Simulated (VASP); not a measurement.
Here is a VASP 6.6.1 calculation.

INCAR

```
SYSTEM = W
  PREC = Accurate
  ENCUT = 520
  EDIFF = 1E-6
  ISMEAR = 0
  SIGMA = 0.15
  LREAL = .FALSE.
  LASPH = .TRUE.
  NELM = 100
  ALGO = Fast
  ISIF = 2
  LWAVE = .FALSE.
  LCHARG = .FALSE.
  GGA = CA
  NBANDS = 13
```

Contents of KPOINTS:

```
Automatic mesh
0
G
  20 20 20
  0 0 0
```

The input POSCAR:

```
W
1.0
   -1.4634872275      1.5367164717      1.5367164717
    1.5367164717     -1.4634872275      1.5367164717
    1.5367164717      1.5367164717     -1.4634872275
W
1
Direct
    0.0000000000      0.0000000000      0.0000000000
```

Potentials or basis: VASP PAW LDA potentials, release 64 (W_sv).

Run with:

```sh
$ cat potpaw_LDA.64/W_sv/POTCAR > POTCAR
$ mpirun -np 1 vasp_std > vasp.out
```

Task: What does it give for the pressure?

Result: 27.4 GPa.

Task: Estimate the band gap on the k mesh.

Result: Zero (bands 7 and 8 overlap by 5.62 eV).

Stress tensor (GPa, compression positive):
```
27.37 -7.69 -7.69
-7.69 27.37 -7.69
-7.69 -7.69 27.37
```

Caveat: the cell stands under pressure; spin-orbit coupling is left out, which moves the levels of the heavy elements.
